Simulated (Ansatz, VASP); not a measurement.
# One calculation of Al, two programs

File INCAR:

```
PREC = Accurate
ENCUT = 520
EDIFF = 1E-7
ISMEAR = 0
SIGMA = 0.15
LREAL = F
LASPH = T
NELM = 100
ALGO = Normal
ISIF = 2
LWAVE = F
LCHARG = F
GGA = PE
IVDW = 12
NBANDS = 14
```

The input KPOINTS:

```
Automatic mesh
0
Gamma
  18 18 6
```

Contents of POSCAR:

```
Al
1.0
    2.7400790715      0.0000000000      0.0000000000
   -1.3700395358      2.3729780843      0.0000000000
    0.0000000000      0.0000000000      9.5543817145
Al
4
Direct
    0.0000000000      0.0000000000      0.0000000000
    0.3333333333      0.6666666667      0.2500000000
    0.0000000000      0.0000000000      0.5000000000
    0.6666666667      0.3333333333      0.7500000000
```

Input for Ansatz:

```yaml
crystal:
  lattice:
    - [2.7400790715, 0.0, 0.0]
    - [-1.3700395358, 2.3729780843, 0.0]
    - [0.0, 0.0, 9.5543817145]
  atoms:
    - { symbol: Al, position: [0.0, 0.0, 0.0] }
    - { symbol: Al, position: [0.3333333333, 0.6666666667, 0.25] }
    - { symbol: Al, position: [0.0, 0.0, 0.5] }
    - { symbol: Al, position: [0.6666666667, 0.3333333333, 0.75] }
basis:
  ecutwfc: 420
kpoints:
  mp_grid: { grid: [18, 18, 6] }
hamiltonian:
  xc: pbe
  pseudopotentials: { kind: paw, azcp: { folder: soft_1 } }
  dispersion: d3bj
scf:
  occupations: { method: gaussian, width: 0.15 }
output:
  forces: true
  stress: true
  eigenvalues: true
```

Alike in both runs: task single point; functional PBE; dispersion D3(BJ); k mesh 18 × 18 × 6; occupations gaussian, width 0.15 eV; no spin polarisation.

|  | VASP | Ansatz |
| --- | --- | --- |
| version | VASP 6.6.1 | Ansatz 0.2.0 |
| potentials or method | VASP PAW PBE potentials, release 64 (Al), cutoff 520 eV | scalar-relativistic, plane waves, PAW |
| valence electrons in the cell | 12 | 12 |

VASP gave:

```
gap on the k mesh at the Fermi level (eV)                     : none
pressure (GPa)                                                : 2.4
traceless stress, the component that is largest in VASP (GPa) : -3.73
```

Question: What did Ansatz give for the same quantities?

Answer: gap on the k mesh at the Fermi level (eV): none; pressure (GPa): 2.4; traceless stress, the component that is largest in VASP (GPa): -3.74.

A gap of «none» marks a metal or a gap that the smearing closes.
